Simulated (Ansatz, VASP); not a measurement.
## One calculation of ZrH, two programs

```
CELL_PARAMETERS angstrom
3.24279 0.00000 0.00000
0.00000 3.24279 0.00000
0.00000 0.00000 4.94800
ATOMIC_POSITIONS crystal
Zr 0.00000 0.50000 0.00000
Zr 0.50000 0.00000 0.50000
H 0.00000 0.00000 0.75000
H 0.00000 0.00000 0.25000
```

Alike in both runs: task single point; functional PBEsol; k mesh 16 × 16 × 12; occupations gaussian, width 0.15 eV; no spin polarisation.

```csv
,VASP,Ansatz
version,VASP 6.6.1,Ansatz 0.2.0
potentials or method,"VASP PAW PBE potentials, release 64 (Zr_sv, H), cutoff 520 eV","scalar-relativistic, plane waves, PAW"
valence electrons in the cell,26,26
```

```tsv
	VASP	Ansatz	Ansatz less VASP
gap on the k mesh at the Fermi level (eV)	none	none	-
pressure (GPa)	-2.5	-2.6	-0.04
traceless stress, the component that is largest in VASP (GPa)	0.98	0.98	+0.001
```

VASP's potentials were made for PBE, not for PBEsol. A gap of «none» marks a metal or a gap that the smearing closes. With one functional, cell and mesh, what is left measures potentials, basis and numerics.
